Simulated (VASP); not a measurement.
A run of VASP 6.6.1:

File POSCAR:

```
Al3Cu2
1.0
    4.4299567260      0.0000000000      0.0000000000
   -2.2149783630      3.8364550623      0.0000000000
    0.0000000000      0.0000000000      4.9898613924
Al Cu
3 2
Direct
    0.0000000000      0.0000000000      0.0000000000
    0.3333333333      0.6666666667      0.3501725384
    0.6666666667      0.3333333333      0.6498274616
    0.3333333333      0.6666666667      0.8401683181
    0.6666666667      0.3333333333      0.1598316819
```

File INCAR.step1:

```
PREC = Accurate ; ENCUT = 520
ISMEAR = 0 ; SIGMA = 0.15
LREAL = False ; LASPH = True
NELM = 80 ; NBANDS = 24
GGA = PE ; ALGO = Normal
EDIFF = 1E-4 ; LWAVE = True
LCHARG = False
```

The input INCAR.step2:

```
PREC = Accurate ; ENCUT = 520
EDIFF = 1E-6 ; ISMEAR = 0
SIGMA = 0.15 ; LREAL = False
LASPH = True ; NELM = 80
ALGO = Normal ; ISIF = 2
LWAVE = False ; LCHARG = False
METAGGA = R2SCAN ; LMIXTAU = True
NBANDS = 24 ; ISTART = 1
```

Contents of KPOINTS:

```
regular mesh
0
Gamma
  12 12 10
```

Potentials or basis: VASP PAW PBE potentials, release 64 (Al, Cu).

The run is started by

```console
$ cat potpaw_PBE.64/Al/POTCAR potpaw_PBE.64/Cu/POTCAR > POTCAR
$ cp INCAR.step1 INCAR
$ mpirun -np 1 vasp_std > vasp.out
$ cp INCAR.step2 INCAR
$ mpirun -np 1 vasp_std > vasp.out
```

Hardware: 1 thread of AMD EPYC 9R45 96-Core Processor (Zen 5) (shared host).

**Question.** How long does it take, and how much memory?

**Answer.** Run time: 15 min on 1 thread of AMD EPYC 9R45 96-Core Processor (Zen 5) (shared host), peak memory 0.39 GiB. Counts: k points 162.
